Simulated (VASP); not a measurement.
# B6N (Pm-3m) in VASP: further runs, part 2 of 2

VASP 6.6.1.

### 3 Single point, PBE

Contents of INCAR:

```
ALGO = Normal ; EDIFF = 1E-6
ENCUT = 600 ; GGA = PE
GGA_COMPAT = False ; ISIF = 2
ISMEAR = 0 ; LASPH = True
LCHARG = False ; LREAL = False
LWAVE = False ; NBANDS = 20
NELM = 120 ; PREC = Accurate
SIGMA = 0.2
```

Contents of KPOINTS:

```
k-points
0
Gamma
  4 4 4
```

Contents of POSCAR:

```
B6N
1.0
    4.1373856095      0.0000000000      0.0000000000
    0.0000000000      4.1373856095      0.0000000000
    0.0000000000      0.0000000000      4.1373856095
B N
6 1
Direct
    0.1949002224      0.5000000000      0.5000000000
    0.5000000000      0.1949002224      0.5000000000
    0.8050997776      0.5000000000      0.5000000000
    0.5000000000      0.8050997776      0.5000000000
    0.5000000000      0.5000000000      0.1949002224
    0.5000000000      0.5000000000      0.8050997776
    0.0000000000      0.0000000000      0.0000000000
```

Potentials or basis: VASP PAW PBE potentials, release 64 (B, N).

Command:

```
cat potpaw_PBE.64/B/POTCAR potpaw_PBE.64/N/POTCAR > POTCAR
mpirun -np 1 vasp_std > vasp.out
```

OUTCAR:

```text
EDIFF = 1E-6
   ENCUT = 600
   GGA = PE
   ISIF = 2
   ISMEAR = 0
   LASPH = True
   LREAL = False
   NELM = 120
   PREC = Accurate

 ion  position               nearest neighbor table
   1  0.195  0.500  0.500-   3 1.61   2 1.79   4 1.79   5 1.79   6 1.79
   2  0.500  0.195  0.500-   4 1.61   3 1.79   1 1.79   5 1.79   6 1.79
   3  0.805  0.500  0.500-   1 1.61   2 1.79   4 1.79   5 1.79   6 1.79
   4  0.500  0.805  0.500-   2 1.61   1 1.79   3 1.79   5 1.79   6 1.79
   5  0.500  0.500  0.195-   6 1.61   2 1.79   3 1.79   4 1.79   1 1.79
   6  0.500  0.500  0.805-   5 1.61   2 1.79   3 1.79   4 1.79   1 1.79
   7  0.000  0.000  0.000-

  LATTYP: Found a simple cubic cell.
 ALAT       =     4.1373856095

  Lattice vectors:

 A1 = (   4.1373856095,   0.0000000000,   0.0000000000)
 A2 = (   0.0000000000,   4.1373856095,   0.0000000000)
 A3 = (   0.0000000000,   0.0000000000,   4.1373856095)

Analysis of symmetry for initial positions (statically):
=====================================================================
 Subroutine PRICEL returns:
 Original cell was already a primitive cell.

 Routine SETGRP: Setting up the symmetry group for a
 simple cubic supercell.

 Subroutine GETGRP returns: Found 48 space group operations
 (whereof 48 operations were pure point group operations)
 out of a pool of 48 trial point group operations.

The static configuration has the point symmetry O_h .

Analysis of symmetry for dynamics (positions and initial velocities):
=====================================================================
 Subroutine PRICEL returns:
 Original cell was already a primitive cell.

 Routine SETGRP: Setting up the symmetry group for a
 simple cubic supercell.

 Subroutine GETGRP returns: Found 48 space group operations
 (whereof 48 operations were pure point group operations)
 out of a pool of 48 trial point group operations.

The dynamic configuration has the point symmetry O_h .

 Subroutine INISYM returns: Found 48 space group operations
 (whereof 48 operations are pure point group operations),
 and found     1 'primitive' translations

----------------------------------------------------------------------------------------

                                     Primitive cell

  volume of cell :      70.8236

  direct lattice vectors                    reciprocal lattice vectors
     4.137385609  0.000000000  0.000000000     0.241698525  0.000000000  0.000000000
     0.000000000  4.137385609  0.000000000     0.000000000  0.241698525  0.000000000
     0.000000000  0.000000000  4.137385609     0.000000000  0.000000000  0.241698525

  length of vectors
     4.137385609  4.137385609  4.137385609     0.241698525  0.241698525  0.241698525

  position of ions in fractional coordinates (direct lattice)
     0.194900222  0.500000000  0.500000000
     0.500000000  0.194900222  0.500000000
     0.805099778  0.500000000  0.500000000
     0.500000000  0.805099778  0.500000000
     0.500000000  0.500000000  0.194900222
     0.500000000  0.500000000  0.805099778
     0.000000000  0.000000000  0.000000000

[... 38 lines left out ...]
  0.000000  0.000000  0.000000      1.000000
  0.250000  0.000000  0.000000      6.000000
  0.500000  0.000000  0.000000      3.000000
  0.250000  0.250000  0.000000     12.000000
  0.500000  0.250000  0.000000     12.000000
  0.500000  0.500000  0.000000      3.000000
  0.250000  0.250000  0.250000      8.000000
  0.500000  0.250000  0.250000     12.000000
  0.500000  0.500000  0.250000      6.000000
  0.500000  0.500000  0.500000      1.000000
   k-points           NKPTS =     10   k-points in BZ     NKDIM =     10   number of bands    NBANDS=     20
   number of dos      NEDOS =    301   number of ions     NIONS =      7
   total plane-waves  NPLWV =  46656
   dimension x,y,z NGX =    36 NGY =   36 NGZ =   36
   dimension x,y,z NGXF=    72 NGYF=   72 NGZF=   72
   ions per type =               6   1
   NGX,Y,Z   is equivalent  to a cutoff of  14.47, 14.47, 14.47 a.u.
   NGXF,Y,Z  is equivalent  to a cutoff of  28.93, 28.93, 28.93 a.u.
 SYSTEM =  unknown system
   PREC   = accura    normal or accurate (medium, high low for compatibility)
   ISTART =      0    job   : 0-new  1-cont  2-samecut
   ICHARG =      2    charge: 1-file 2-atom 10-const
   ISPIN  =      1    spin polarized calculation?
   LNONCOLLINEAR =      F non collinear calculations
   LSORBIT =      F    spin-orbit coupling
   LASPH  =      T    aspherical Exc in radial PAW
   ENCUT  =  600.0 eV  44.10 Ry    6.64 a.u.   8.26  8.26  8.26*2*pi/ulx,y,z
   NELM   =    120;   NELMIN=  2; NELMDL= -5     # of ELM steps
   EDIFF  = 0.1E-05   stopping-criterion for ELM
   LREAL  =      F    real-space projection
   EDIFFG = 0.1E-04   stopping-criterion for IOM
   NSW    =      0    number of steps for IOM
   IBRION =     -1    ionic relax: 0-MD 1-quasi-New 2-CG
   NFREE  =      0    steps in history (QN), initial steepest desc. (CG)
   ISIF   =      2    stress and relaxation
   ISYM   =      2    0-nonsym 1-usesym 2-fastsym
   POTIM  = 0.5000    time-step for ionic-motion
   TEBEG  =    0.0;   TEEND  =   0.0 temperature during run
   PSTRESS=    0.0 pullay stress
   NELECT =      23.0000    total number of electrons
   NUPDOWN=      -1.0000    fix difference up-down
   EMIN   =  10.00;   EMAX   =-10.00  energy-range for DOS
   EFERMI =   0.00;   METHOD = LEGACY
   ISMEAR =     0;   SIGMA  =   0.20  broadening in eV -4-tet -1-fermi 0-gaus
   EFERMI_NEDOS =   21; number of points for ismear=-14 and -15
   IALGO  =     38    algorithm
   IMIX   =      4    mixing-type and parameters
     AMIX     =   0.40;   BMIX     =  1.00
     AMIX_MAG =   1.60;   BMIX_MAG =  1.00
  volume/ion in A,a.u.               =      10.12        68.28
  Fermi-wavevector in a.u.,A,eV,Ry     =   1.125274  2.126459 17.228249  1.266241
  Thomas-Fermi vector in A             =   2.261950
   LORBIT       =      0    0 simple, 1 ext, 2 COOP (PROOUT), +10 PAW based schemes
   GGA     = PE    functional components
   LHFCALC =     F    Hartree Fock is set to
   AEXX    =    0.0000 exact exchange contribution
   IVDW    =     0    specifies the selected vdW correction
   LEPSILON=     F    determine dielectric tensor
   LRPA    =     F    only Hartree local field effects (RPA)
 non-spin polarized calculation
 Gauss-broadening in eV      SIGMA  =   0.20
  energy-cutoff  :      600.00
  volume of cell :       70.82
 maximum number of plane-waves:      2392
 NGX is ok and might be reduce to    36
   NGX = 17   NGY = 17   NGZ = 17

 number of electron      23.0000000 magnetization

 Free energy of the ion-electron system (eV)
  ---------------------------------------------------
  ext. energy  EPLUGINS =         0.00000000
  ---------------------------------------------------
  free energy    TOTEN  =       -39.28669790 eV

  energy without entropy =      -39.18784644  energy(sigma->0) =      -39.23727217

 E-fermi :   1.5486     XC(G=0): -10.0551

 val. band max:        1.4390574498   @ k =   0.2500   0.2500   0.0000
 cond. band min:       1.5490902394   @ k =   0.2500   0.0000   0.0000
 fundamental gap:      0.1100327896
 Fermi energy:         1.5485970364

 k-point     1 :       0.0000    0.0000    0.0000
  band No.  band energies     occupation
      1     -12.1003      2.00000
      2     -10.1232      2.00000
      3      -4.0457      2.00000
      4      -4.0457      2.00000
      5      -4.0457      2.00000
      6      -3.3674      2.00000
[... 219 lines left out ...]
     19      11.4905      0.00000
     20      11.4905      0.00000

------------------------ aborting loop because EDIFF is reached ----------------------------------------

  FORCE on cell =-STRESS in cart. coord.  units (eV):
  Direction    XX          YY          ZZ          XY          YZ          ZX
  --------------------------------------------------------------------------------------
  -------------------------------------------------------------------------------------
  Total        0.0368231      0.0368231      0.0368231     -0.0000000     -0.0000000     -0.0000000
  in kB        0.8330153      0.8330153      0.8330153     -0.0000000     -0.0000000     -0.0000000
  external PRESSURE =       0.8330153 kB  Pullay stress =       0.0000000 kB

 VOLUME and BASIS-vectors are now :
 -----------------------------------------------------------------------------
  energy-cutoff  :      600.00
  volume of cell :       70.82
      direct lattice vectors                 reciprocal lattice vectors
     4.137385609  0.000000000  0.000000000     0.241698525  0.000000000  0.000000000
     0.000000000  4.137385609  0.000000000     0.000000000  0.241698525  0.000000000
     0.000000000  0.000000000  4.137385609     0.000000000  0.000000000  0.241698525

 POSITION                                       TOTAL-FORCE (eV/Angst)
 -----------------------------------------------------------------------------------
      0.80638      2.06869      2.06869        -0.015290      0.000000     -0.000000
      2.06869      0.80638      2.06869        -0.000000     -0.015290     -0.000000
      3.33101      2.06869      2.06869         0.015290      0.000000     -0.000000
      2.06869      3.33101      2.06869         0.000000      0.015290     -0.000000
      2.06869      2.06869      0.80638        -0.000000      0.000000     -0.015290
      2.06869      2.06869      3.33101         0.000000      0.000000      0.015290
      0.00000      0.00000      0.00000        -0.000000      0.000000     -0.000000
 -----------------------------------------------------------------------------------
    total drift:                                0.000000      0.000000      0.000000

  FREE ENERGIE OF THE ION-ELECTRON SYSTEM (eV)
  ---------------------------------------------------
  free  energy   TOTEN  =       -39.2866979021 eV

  energy  without entropy=      -39.1878464420  energy(sigma->0) =      -39.23727217
```

Run time: 41 s. Hardware: 1 thread of Intel Xeon 8259CL, shared host; peak memory 0.2 GiB.

What came out:

- Free energy: -39.2867 eV
- Pressure: 0.1 GPa
- Largest force: 0.015 eV/Å
- Band gap on the k mesh: zero (an odd number of electrons rules out a gap without spin polarisation)

Forces in eV/Å, atoms in the order of the input:
```
B   -0.015  0.000  0.000
B    0.000 -0.015  0.000
B    0.015  0.000  0.000
B    0.000  0.015  0.000
B    0.000  0.000 -0.015
B    0.000  0.000  0.015
N    0.000  0.000  0.000
```

Caveat: the k points lie up to 0.38 Å⁻¹ apart, too coarse for converged energies and pressures of a metal.
